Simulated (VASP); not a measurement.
# LiSi16 (a cell with a defect) in VASP: single point with PBE+D3(BJ)

Aim: the single point of LiSi16 (a cell with a defect) with PBE+D3(BJ).

Everything below comes from runs of VASP 6.6.1. Logs are shortened: lines on timing, memory, paths and dates and some standing lists are left out, and cuts for length are marked.

## (1) The cell of the first run

The cell holds a defect, 17 atoms: a = 7.679 Å, b = 7.679 Å, c = 7.679 Å, α = 60.00°, β = 60.00°, γ = 60.00°.

## (2) Single point, PBE+D3(BJ)

INCAR

```
SYSTEM = LiSi16
PREC = Accurate
ENCUT = 520
EDIFF = 1E-6
ISMEAR = -1
SIGMA = 0.05
LREAL = Auto
LASPH = .TRUE.
NELM = 100
ALGO = Normal
ISIF = 2
LWAVE = .FALSE.
LCHARG = .TRUE.
GGA = PE
IVDW = 12
LELF = .TRUE.
LVHAR = .TRUE.
NBANDS = 48
NELECT = 66.0
```

KPOINTS

```
regular mesh
0
G
  2 2 2
  0 0 0
```

POSCAR

```
LiSi16
1.0
    0.0000000000      5.4300000000      5.4300000000
    5.4300000000      0.0000000000      5.4300000000
    5.4300000000      5.4300000000      0.0000000000
Si Li
16 1
Direct
   -0.0033663904     -0.0056096685     -0.0024247698
    0.1188701657      0.1237804788      0.1198000000
   -0.0111867403     -0.0010570902      0.4990675875
    0.1187238490      0.1235879374      0.6237111418
   -0.0031899632      0.4976306630     -0.0022418969
    0.1210078269      0.6218232965      0.1219459484
   -0.0033650092      0.4974517495      0.4945128913
    0.1188682320      0.6196752302      0.6239080110
    0.4981382136     -0.0010496317     -0.0102616022
    0.6227714549      0.1235869245      0.1196662983
    0.4979334254     -0.0012516575      0.4988746777
    0.6206592081      0.1214595764      0.6215811234
    0.4935755985      0.4974498158     -0.0024255064
    0.6229599448      0.6196837017      0.1198065378
    0.4981365562      0.4896162983      0.4990732044
    0.6227725599      0.6195399632      0.6237114180
    0.3706156538      0.8714108656      0.3715331492
```

Potentials or basis: VASP PAW PBE potentials, release 64 (Si, Li_sv).

Command:

```console
$ cat potpaw_PBE.64/Si/POTCAR potpaw_PBE.64/Li_sv/POTCAR > POTCAR
$ mpirun -np 1 vasp_std > vasp.out
```

OUTCAR:

```text
SYSTEM = LiSi16
   PREC = Accurate
   ENCUT = 520
   EDIFF = 1E-6
   ISMEAR = -1
   LREAL = Auto
   LASPH = .TRUE.
   NELM = 100
   ISIF = 2
   GGA = PE
   IVDW = 12
   NELECT = 66.0
 IVDW          = 12

 ion  position               nearest neighbor table
   1  0.997  0.994  0.998-   6 2.34   2 2.34  10 2.34   4 2.34
   2  0.119  0.124  0.120-   1 2.34   5 2.34   3 2.38   9 2.38  17 2.73
   3  0.989  0.999  0.499-  12 2.31   4 2.38   2 2.38   8 2.38  17 2.39
   4  0.119  0.124  0.624-   7 2.34   1 2.34   3 2.38  11 2.38  17 2.74
   5  0.997  0.498  0.998-   6 2.34   8 2.34  14 2.34   2 2.34
   6  0.121  0.622  0.122-   7 2.34   1 2.34  13 2.34   5 2.34
   7  0.997  0.497  0.495-   6 2.34   8 2.34  16 2.34   4 2.34
   8  0.119  0.620  0.624-   7 2.34   5 2.34   3 2.38  15 2.38  17 2.73
   9  0.498  0.999  0.990-  12 2.31  10 2.38  14 2.38   2 2.38  17 2.39
  10  0.623  0.124  0.120-   1 2.34  13 2.34   9 2.38  11 2.38  17 2.74
  11  0.498  0.999  0.499-  12 2.31  10 2.38  16 2.38   4 2.38  17 2.40
  12  0.621  0.121  0.622-  11 2.31   3 2.31  15 2.31   9 2.31
  13  0.494  0.497  0.998-   6 2.34  14 2.34  10 2.34  16 2.34
  14  0.623  0.620  0.120-  13 2.34   5 2.34  15 2.38   9 2.38  17 2.73
  15  0.498  0.490  0.499-  12 2.31  16 2.38  14 2.38   8 2.38  17 2.39
  16  0.623  0.620  0.624-   7 2.34  13 2.34  15 2.38  11 2.38  17 2.74
  17  0.371  0.871  0.372-  15 2.39   9 2.39   3 2.39  11 2.40  14 2.73   2 2.73   8 2.73  10 2.74
                            16 2.74   4 2.74

  LATTYP: Found a face centered cubic cell.
 ALAT       =    10.8600000000

  Lattice vectors:

 A1 = (   0.0000000000,   5.4300000000,   5.4300000000)
 A2 = (   5.4300000000,   0.0000000000,   5.4300000000)
 A3 = (   5.4300000000,   5.4300000000,   0.0000000000)

Analysis of symmetry for initial positions (statically):
=====================================================================
 Subroutine PRICEL returns:
 Original cell was already a primitive cell.

 Routine SETGRP: Setting up the symmetry group for a
 face centered cubic supercell.

 Subroutine GETGRP returns: Found  2 space group operations
 (whereof  1 operations were pure point group operations)
 out of a pool of 48 trial point group operations.

The static configuration has the point symmetry C_1 .
 The point group associated with its full space group is C_1h.

Analysis of symmetry for dynamics (positions and initial velocities):
=====================================================================
 Subroutine PRICEL returns:
 Original cell was already a primitive cell.

 Routine SETGRP: Setting up the symmetry group for a
[... 124 lines left out ...]
   ISIF   =      2    stress and relaxation
   ISYM   =      2    0-nonsym 1-usesym 2-fastsym
   POTIM  = 0.5000    time-step for ionic-motion
   TEBEG  =    0.0;   TEEND  =   0.0 temperature during run
   PSTRESS=    0.0 pullay stress
   NELECT =      66.0000    total number of electrons
   NUPDOWN=      -1.0000    fix difference up-down
   EMIN   =  10.00;   EMAX   =-10.00  energy-range for DOS
   EFERMI =   0.00;   METHOD = LEGACY
   ISMEAR =    -1;   SIGMA  =   0.05  broadening in eV -4-tet -1-fermi 0-gaus
   EFERMI_NEDOS =   21; number of points for ismear=-14 and -15
   IALGO  =     38    algorithm
   IMIX   =      4    mixing-type and parameters
     AMIX     =   0.40;   BMIX     =  1.00
     AMIX_MAG =   1.60;   BMIX_MAG =  1.00
  volume/ion in A,a.u.               =      18.84       127.11
  Fermi-wavevector in a.u.,A,eV,Ry     =   0.967044  1.827449 12.723821  0.935174
  Thomas-Fermi vector in A             =   2.096897
   LORBIT       =      0    0 simple, 1 ext, 2 COOP (PROOUT), +10 PAW based schemes
   GGA     = PE    functional components
   LHFCALC =     F    Hartree Fock is set to
   AEXX    =    0.0000 exact exchange contribution
   IVDW    =    12    specifies the selected vdW correction
   LEPSILON=     F    determine dielectric tensor
   LRPA    =     F    only Hartree local field effects (RPA)
 non-spin polarized calculation
  energy-cutoff  :      520.00
  volume of cell :      320.21
 maximum number of plane-waves:      8646
 NGX is ok and might be reduce to    60
   NGX = 29   NGY = 29   NGZ = 29

 number of electron      66.0000000 magnetization

 Free energy of the ion-electron system (eV)
  ---------------------------------------------------
  ext. energy  EPLUGINS =         0.00000000
  ---------------------------------------------------
  free energy    TOTEN  =       -93.51463907 eV

  energy without entropy =      -93.51365393  energy(sigma->0) =      -93.51414650

 E-fermi :   6.3586     XC(G=0):  -9.4410

 val. band max:        6.0413420774   @ k =   0.0000   0.0000   0.0000
 cond. band min:       6.6836281991   @ k =   0.0000   0.0000   0.0000
 fundamental gap:      0.6422861216
 Fermi energy:         6.3586182929

 k-point     1 :       0.0000    0.0000    0.0000
  band No.  band energies     occupation
      1     -40.3800      2.00000
      2      -5.9237      2.00000
      3      -3.6718      2.00000
      4      -3.6121      2.00000
      5      -3.6121      2.00000
      6      -3.6119      2.00000
[... 277 lines left out ...]
     44      10.3331      0.00000
     45      10.4006      0.00000
 [bands above 45 left out]

------------------------ aborting loop because EDIFF is reached ----------------------------------------

 Edisp (eV)   -5.45547

 E8    (eV) :    -2.2600

  FORCE on cell =-STRESS in cart. coord.  units (eV):
  Direction    XX          YY          ZZ          XY          YZ          ZX
  --------------------------------------------------------------------------------------
  -------------------------------------------------------------------------------------
  Total      -6.88789    -6.88573    -6.88573     0.00011    -0.00093     0.00011
  in kB     -34.46413   -34.45331   -34.45331     0.00054    -0.00464     0.00054
  external pressure =      -34.46 kB  Pullay stress =        0.00 kB

 VOLUME and BASIS-vectors are now :
 -----------------------------------------------------------------------------
  energy-cutoff  :      520.00
  volume of cell :      320.21
      direct lattice vectors                 reciprocal lattice vectors
     0.000000000  5.430000000  5.430000000    -0.092081031  0.092081031  0.092081031
     5.430000000  0.000000000  5.430000000     0.092081031 -0.092081031  0.092081031
     5.430000000  5.430000000  0.000000000     0.092081031  0.092081031 -0.092081031

 POSITION                                       TOTAL-FORCE (eV/Angst)
 -----------------------------------------------------------------------------------
     10.81637     10.82855     10.81126        -0.001118      0.000128     -0.000785
      1.32264      1.29598      1.31759        -0.001942      0.001076     -0.001371
      8.13420      8.07919     10.79352         0.000642     -0.000303     -0.000303
      4.05783      4.03142      1.31575        -0.001267     -0.000231     -0.000231
      8.11996     10.83050      8.11481        -0.002058     -0.002903     -0.002903
      4.03867      1.31924      4.03357        -0.002883     -0.001973     -0.001973
[... 9 lines left out ...]
      6.75085      6.76841      6.74576         0.000292     -0.001830     -0.000235
      6.74919      4.02987      6.74420         0.005220      0.003398      0.003398
 -----------------------------------------------------------------------------------
    total drift:                               -0.001747     -0.006753      0.001380

  FREE ENERGIE OF THE ION-ELECTRON SYSTEM (eV)
  ---------------------------------------------------
  free  energy   TOTEN  =       -98.9701094151 eV

  energy  without entropy=      -98.9691242801  energy(sigma->0) =      -98.96961685
```

stdout:

```text
POSCAR found type information on POSCAR SiLi
 POSCAR found :  2 types and      17 ions
 scaLAPACK will be used
 LDA part: xc-table for (Slater+PW92), standard interpolation
 POSCAR, INCAR and KPOINTS ok, starting setup
 FFT: planning ... GRIDC
 FFT: planning ... GRID_SOFT
 FFT: planning ... GRID
 WAVECAR not read
 entering main loop
 the old and the new charge density differ
 old charge density:    67.00000 new   66.00000
    0.142E+01
```

It took 1.8 min on 1 thread of Intel Xeon 6975P-C (Granite Rapids), shared host; peak memory 0.48 GiB.

What came out:

- Free energy: -98.9701 eV
- Largest force: 0.007 eV/Å
- Dispersion energy per atom: -0.321 eV

Forces on the atoms (eV/Å):
```
Si  -0.001  0.000 -0.001
Si  -0.002  0.001 -0.001
Si   0.001  0.000  0.000
Si  -0.001  0.000  0.000
Si  -0.002 -0.003 -0.003
Si  -0.003 -0.002 -0.002
Si  -0.001 -0.001  0.000
Si  -0.002 -0.001  0.001
Si   0.000  0.000  0.001
Si   0.000  0.000 -0.002
Si   0.004  0.004  0.004
Si   0.003  0.002  0.002
Si  -0.001 -0.001 -0.001
Si  -0.001 -0.001 -0.001
Si   0.000  0.001  0.000
Si   0.000 -0.002  0.000
Li   0.005  0.003  0.003
```

Caveat: the k points lie up to 0.50 Å⁻¹ apart; the cell carries a net charge on a neutralising background, which shifts energy and pressure; the cell is charged against a uniform background, so pressure and absolute levels hang on convention; the cutoff is under 1.25 times the usual one of these potentials, so pressure, stress and relaxed cells hold a basis-set (Pulay) error.
